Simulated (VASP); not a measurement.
# Sb (R-3m) in VASP: single point with PBEsol

Aim: the single point of Sb with PBEsol.

All numbers are computed with VASP 6.6.1; they aren't measurements. Logs are shortened: lines on timing, memory, paths and dates and some standing lists are left out, and cuts for length are marked.

### 1 The cell of the first run

The structure is trigonal, space group R-3m (No. 166). The conventional cell has a = 4.321 Å, b = 4.321 Å, c = 11.061 Å, α = 90.00°, β = 90.00°, γ = 120.00°. Sb (site symmetry 3m) has 6 Sb at 2.93 to 3.30 Å within 3.9 Å.

### 2 Single point, PBEsol

The input, INCAR:

```
  PREC = Accurate
  ENCUT = 520
  EDIFF = 1E-6
  ISMEAR = -1
  SIGMA = 0.05
  LREAL = False
  LASPH = True
  NELM = 60
  ALGO = Normal
  ISIF = 2
  LWAVE = False
  LCHARG = False
  GGA = PS
  NBANDS = 12
```

The input, KPOINTS:

```
regular mesh
0
Gamma
  13 13 13
```

The input, POSCAR:

```
Sb
1.0
    2.1603538019      1.2472808491      3.6868771478
   -2.1603538019      1.2472808491      3.6868771478
    0.0000000000     -2.4945616982      3.6868771478
Sb
2
Direct
    0.2358403147      0.2358403147      0.2358403147
    0.7641596853      0.7641596853      0.7641596853
```

Potentials or basis: VASP PAW PBE potentials, release 64 (Sb).

Command:

```sh
cat potpaw_PBE.64/Sb/POTCAR > POTCAR
mpirun -np 1 vasp_std > vasp.out
```

OUTCAR:

```text
PREC = Accurate
   ENCUT = 520
   EDIFF = 1E-6
   ISMEAR = -1
   LREAL = False
   LASPH = True
   NELM = 60
   ISIF = 2
   GGA = PS

 ion  position               nearest neighbor table
   1  0.236  0.236  0.236-   2 2.93   2 2.93   2 2.93   2 3.30   2 3.30   2 3.30
   2  0.764  0.764  0.764-   1 2.93   1 2.93   1 2.93   1 3.30   1 3.30   1 3.30

  LATTYP: Found a trigonal (rhomboedric) cell.
 ALAT       =     4.4515054946
 COS(alpha) =     0.5289511681

  Lattice vectors:

 A1 = (   2.1603538019,   1.2472808491,   3.6868771478)
 A2 = (  -2.1603538019,   1.2472808491,   3.6868771478)
 A3 = (   0.0000000000,  -2.4945616982,   3.6868771478)

Analysis of symmetry for initial positions (statically):
=====================================================================
 Subroutine PRICEL returns:
 Original cell was already a primitive cell.

 Routine SETGRP: Setting up the symmetry group for a
 trigonal (rhombohedral) supercell.

 Subroutine GETGRP returns: Found 12 space group operations
 (whereof 12 operations were pure point group operations)
 out of a pool of 12 trial point group operations.

The static configuration has the point symmetry D_3d.

Analysis of symmetry for dynamics (positions and initial velocities):
=====================================================================
 Subroutine PRICEL returns:
 Original cell was already a primitive cell.

 Routine SETGRP: Setting up the symmetry group for a
 trigonal (rhombohedral) supercell.

 Subroutine GETGRP returns: Found 12 space group operations
 (whereof 12 operations were pure point group operations)
 out of a pool of 12 trial point group operations.

The dynamic configuration has the point symmetry D_3d.

 Subroutine INISYM returns: Found 12 space group operations
 (whereof 12 operations are pure point group operations),
 and found     1 'primitive' translations

----------------------------------------------------------------------------------------

                                     Primitive cell

  volume of cell :      59.6072

  direct lattice vectors                    reciprocal lattice vectors
     2.160353802  1.247280849  3.686877148     0.231443572  0.133624008  0.090410751
    -2.160353802  1.247280849  3.686877148    -0.231443572  0.133624008  0.090410751
     0.000000000 -2.494561698  3.686877148     0.000000000 -0.267248017  0.090410751

  length of vectors
     4.451505495  4.451505495  4.451505495     0.282126933  0.282126933  0.282126933

  position of ions in fractional coordinates (direct lattice)
     0.235840315  0.235840315  0.235840315
     0.764159685  0.764159685  0.764159685

  ion indices of the primitive-cell ions
   primitive index   ion index
                 1           1
                 2           2

----------------------------------------------------------------------------------------

 KPOINTS: regular mesh

Automatic generation of k-mesh.
 Grid dimensions read from file:
 generate k-points for:   13   13   13

 Generating k-lattice:

  Cartesian coordinates                     Fractional coordinates (reciprocal lattice)
     0.017803352  0.010278770  0.006954673     0.076923077  0.000000000  0.000000000
    -0.017803352  0.010278770  0.006954673     0.000000000  0.076923077  0.000000000
     0.000000000 -0.020557540  0.006954673     0.000000000  0.000000000  0.076923077

  Length of vectors
     0.021702072  0.021702072  0.021702072

  Shift w.r.t. Gamma in fractional coordinates (k-lattice)
     0.000000000  0.000000000  0.000000000

 Subroutine IBZKPT returns following result:
 ===========================================

 Found    231 irreducible k-points:

 Following reciprocal coordinates:
            Coordinates               Weight
  0.000000  0.000000  0.000000      1.000000
  0.076923 -0.000000  0.000000      6.000000
  0.153846  0.000000 -0.000000      6.000000
  0.230769  0.000000 -0.000000      6.000000
  0.307692  0.000000 -0.000000      6.000000
  0.384615  0.000000  0.000000      6.000000
[... 16 lines left out ...]
  0.384615  0.153846 -0.000000     12.000000
  0.461538  0.153846  0.000000     12.000000
 [... further k-points ...]
   k-points           NKPTS =    231   k-points in BZ     NKDIM =    231   number of bands    NBANDS=     12
   number of dos      NEDOS =    301   number of ions     NIONS =      2
   total plane-waves  NPLWV =  46656
   dimension x,y,z NGX =    36 NGY =   36 NGZ =   36
   dimension x,y,z NGXF=    72 NGYF=   72 NGZF=   72
   ions per type =               2
   NGX,Y,Z   is equivalent  to a cutoff of  13.44, 13.44, 13.44 a.u.
   NGXF,Y,Z  is equivalent  to a cutoff of  26.89, 26.89, 26.89 a.u.
 SYSTEM =  unknown system
   PREC   = accura    normal or accurate (medium, high low for compatibility)
   ISTART =      0    job   : 0-new  1-cont  2-samecut
   ICHARG =      2    charge: 1-file 2-atom 10-const
   ISPIN  =      1    spin polarized calculation?
   LNONCOLLINEAR =      F non collinear calculations
   LSORBIT =      F    spin-orbit coupling
   LASPH  =      T    aspherical Exc in radial PAW
   ENCUT  =  520.0 eV  38.22 Ry    6.18 a.u.   8.28  8.28  8.28*2*pi/ulx,y,z
   NELM   =     60;   NELMIN=  2; NELMDL= -5     # of ELM steps
   EDIFF  = 0.1E-05   stopping-criterion for ELM
   LREAL  =      F    real-space projection
   EDIFFG = 0.1E-04   stopping-criterion for IOM
   NSW    =      0    number of steps for IOM
   IBRION =     -1    ionic relax: 0-MD 1-quasi-New 2-CG
   NFREE  =      0    steps in history (QN), initial steepest desc. (CG)
   ISIF   =      2    stress and relaxation
   ISYM   =      2    0-nonsym 1-usesym 2-fastsym
   POTIM  = 0.5000    time-step for ionic-motion
   TEBEG  =    0.0;   TEEND  =   0.0 temperature during run
   PSTRESS=    0.0 pullay stress
   NELECT =      10.0000    total number of electrons
   NUPDOWN=      -1.0000    fix difference up-down
   EMIN   =  10.00;   EMAX   =-10.00  energy-range for DOS
   EFERMI =   0.00;   METHOD = LEGACY
   ISMEAR =    -1;   SIGMA  =   0.05  broadening in eV -4-tet -1-fermi 0-gaus
   EFERMI_NEDOS =   21; number of points for ismear=-14 and -15
   IALGO  =     38    algorithm
   IMIX   =      4    mixing-type and parameters
     AMIX     =   0.40;   BMIX     =  1.00
     AMIX_MAG =   1.60;   BMIX_MAG =  1.00
  volume/ion in A,a.u.               =      29.80       201.12
  Fermi-wavevector in a.u.,A,eV,Ry     =   0.902904  1.706242 11.091966  0.815237
  Thomas-Fermi vector in A             =   2.026165
   LORBIT       =      0    0 simple, 1 ext, 2 COOP (PROOUT), +10 PAW based schemes
   GGA     = PS    functional components
   LHFCALC =     F    Hartree Fock is set to
   AEXX    =    0.0000 exact exchange contribution
   IVDW    =     0    specifies the selected vdW correction
   LEPSILON=     F    determine dielectric tensor
   LRPA    =     F    only Hartree local field effects (RPA)
 non-spin polarized calculation
  energy-cutoff  :      520.00
  volume of cell :       59.61
 maximum number of plane-waves:      1623
 NGX is ok and might be reduce to    36
   NGX = 17   NGY = 17   NGZ = 17

 number of electron      10.0000000 magnetization

 Free energy of the ion-electron system (eV)
  ---------------------------------------------------
  ext. energy  EPLUGINS =         0.00000000
  ---------------------------------------------------
  free energy    TOTEN  =        -9.11741796 eV

  energy without entropy =       -9.11541480  energy(sigma->0) =       -9.11641638

 E-fermi :   7.2238     XC(G=0):  -9.7301

 val. band max:        7.2233956454   @ k =   0.3846   0.2308   0.2308
 cond. band min:       7.2738465650   @ k =   0.4615   0.4615   0.4615
 fundamental gap:      0.0504509196
 Fermi energy:         7.2238073282

 k-point     1 :       0.0000    0.0000    0.0000
  band No.  band energies     occupation
      1      -5.4965      2.00000
      2       2.5531      2.00000
      3       5.2914      2.00000
      4       5.4492      2.00000
      5       5.4492      2.00000
      6       9.5684      0.00000
      7      10.0744      0.00000
      8      10.0744      0.00000
      9      12.2028      0.00000
     10      12.2028      0.00000
     11      12.3596      0.00000
     12      13.7545      0.00000

 k-point     2 :       0.0769   -0.0000    0.0000
  band No.  band energies     occupation
      1      -5.4308      2.00000
      2       2.2264      2.00000
      3       5.3138      2.00000
      4       5.4406      2.00000
      5       5.6038      2.00000
      6       9.4976      0.00000
      7       9.8799      0.00000
      8       9.8836      0.00000
      9      11.9310      0.00000
     10      12.2244      0.00000
     11      12.2399      0.00000
     12      14.2617      0.00000

 k-point     3 :       0.1538    0.0000   -0.0000
  band No.  band energies     occupation
      1      -5.2340      2.00000
      2       1.4574      2.00000
      3       5.3312      2.00000
      4       5.4226      2.00000
      5       5.9311      2.00000
      6       9.1988      0.00000
      7       9.3951      0.00000
      8       9.4059      0.00000
      9      11.7374      0.00000
     10      12.2803      0.00000
     11      12.4758      0.00000
     12      15.3178      0.00000
[... 286 lines left out ...]
 k-point    23 :       0.3846    0.1538   -0.0000
  band No.  band energies     occupation
      1      -4.1013      2.00000
      2      -0.7205      2.00000
      3       4.2221      2.00000
      4       4.6640      2.00000
      5       5.4672      2.00000
      6       8.9882      0.00000
      7       9.3910      0.00000
      8       9.7326      0.00000
      9      11.5144      0.00000
     10      14.8267      0.00000
     11      15.3931      0.00000
     12      16.9568      0.00000

 k-point    24 :       0.4615    0.1538    0.0000
  band No.  band energies     occupation
      1      -3.5240      2.00000
      2      -1.5748      2.00000
      3       4.0286      2.00000
      4       4.7548      2.00000
      5       5.3831      2.00000
      6       8.7974      0.00000
      7       8.9749      0.00000
      8       9.7222      0.00000
      9      12.4135      0.00000
     10      15.6391      0.00000
     11      16.0729      0.00000
     12      16.5343      0.00000

 [... further k-points ...]

------------------------ aborting loop because EDIFF is reached ----------------------------------------

  FORCE on cell =-STRESS in cart. coord.  units (eV):
  Direction    XX          YY          ZZ          XY          YZ          ZX
  --------------------------------------------------------------------------------------
  -------------------------------------------------------------------------------------
  Total        0.0739916      0.0739916      0.0547559      0.0000000      0.0000000      0.0000000
  in kB        1.9888137      1.9888137      1.4717798      0.0000000      0.0000000      0.0000000
  external PRESSURE =       1.8164690 kB  Pullay stress =       0.0000000 kB

 VOLUME and BASIS-vectors are now :
 -----------------------------------------------------------------------------
  energy-cutoff  :      520.00
  volume of cell :       59.61
      direct lattice vectors                 reciprocal lattice vectors
     2.160353802  1.247280849  3.686877148     0.231443572  0.133624008  0.090410751
    -2.160353802  1.247280849  3.686877148    -0.231443572  0.133624008  0.090410751
     0.000000000 -2.494561698  3.686877148     0.000000000 -0.267248017  0.090410751

 POSITION                                       TOTAL-FORCE (eV/Angst)
 -----------------------------------------------------------------------------------
      0.00000      0.00000      2.60854         0.000000     -0.000000      0.051270
      0.00000      0.00000      8.45209         0.000000      0.000000     -0.051270
 -----------------------------------------------------------------------------------
    total drift:                               -0.000000     -0.000000      0.000000

  FREE ENERGIE OF THE ION-ELECTRON SYSTEM (eV)
  ---------------------------------------------------
  free  energy   TOTEN  =        -9.1174179575 eV

  energy  without entropy=       -9.1154148043  energy(sigma->0) =       -9.11641638
```

It took 40 s on 1 thread of Intel Xeon 6975P-C (Granite Rapids), shared host; peak memory 0.3 GiB.

What came out:

```
Free energy            : -9.1174 eV
Pressure               : 0.2 GPa
Largest force          : 0.051 eV/Å
Band gap on the k mesh : zero (bands 5 and 6 overlap by 0.05 eV)
```

Forces on the atoms (eV/Å):
```
Sb   0.000  0.000  0.051
Sb   0.000  0.000 -0.051
```

Caveat: the PAW data sets were made with another functional, which shifts forces and pressure a little; spin-orbit coupling is left out, which moves the levels of the heavy elements.

The gap in the log of VASP goes by the Fermi energy; the results here count the filled bands.